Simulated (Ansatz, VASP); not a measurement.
**Y: VASP beside Ansatz**

INCAR

```
ALGO = Normal
EDIFF = 1E-7
ENCUT = 520
GGA = CA
ISIF = 2
ISMEAR = -1
LASPH = T
LCHARG = F
LREAL = F
LWAVE = F
NBANDS = 18
NELM = 100
PREC = Accurate
SIGMA = 0.08
```

File KPOINTS:

```
k-points
0
Gamma
  12 12 7
```

Contents of POSCAR:

```
Y
1.0
    3.6269917924      0.0000000000      0.0000000000
   -1.8134958961      3.1410670315      0.0000000000
    0.0000000000      0.0000000000      5.7088256834
Y
2
Direct
    0.3333333333      0.6666666667      0.2500000000
    0.6666666667      0.3333333333      0.7500000000
```

Input for Ansatz:

```yaml
crystal:
  lattice:
    - [3.6269917924, 0.0, 0.0]
    - [-1.8134958961, 3.1410670315, 0.0]
    - [0.0, 0.0, 5.7088256834]
  atoms:
    - { symbol: "Y", position: [0.3333333333, 0.6666666667, 0.25] }
    - { symbol: "Y", position: [0.6666666667, 0.3333333333, 0.75] }
kpoints:
  mp_grid: { grid: [12, 12, 7] }
  band_path:
    path:
      - [0.0, 0.0, 0.0]
      - [0.5, 0.0, 0.0]
      - [0.3333333333, 0.3333333333, 0.0]
      - [0.0, 0.0, 0.0]
      - [0.0, 0.0, 0.5]
      - [0.5, 0.0, 0.5]
      - [0.3333333333, 0.3333333333, 0.5]
      - [0.0, 0.0, 0.5]
      - [0.5, 0.0, 0.5]
    npoints: 5
scf:
  occupations: { method: fermi_dirac, width: 0.08 }
hamiltonian:
  xc: lda
  pseudopotentials: { kind: all_electron, lapw: { basis_error: 0.00025 } }
output:
  forces: true
  stress: true
  eigenvalues: true
```

Change from the starting cell: volume scaled by 0.98.

Alike in both runs: task single point; functional LDA; k mesh 12 × 12 × 7; occupations fermi-dirac, width 0.08 eV; no spin polarisation.

```csv
,VASP,Ansatz
version,VASP 6.6.1,Ansatz 0.2.0
potentials or method,"VASP PAW LDA potentials, release 64 (Y_sv), cutoff 520 eV","all-electron LAPW, scalar-relativistic"
```

```tsv
	VASP	Ansatz	Ansatz less VASP
pressure (GPa)	-3.3	-3.2	+0.10
traceless stress, the component that is largest in VASP (GPa)	-0.38	-0.39	-0.009
```

LDA's correlation is that of Perdew and Zunger in VASP and of Perdew and Wang (1992) in Ansatz. Ansatz ran all-electron here, and VASP with PAW potentials.
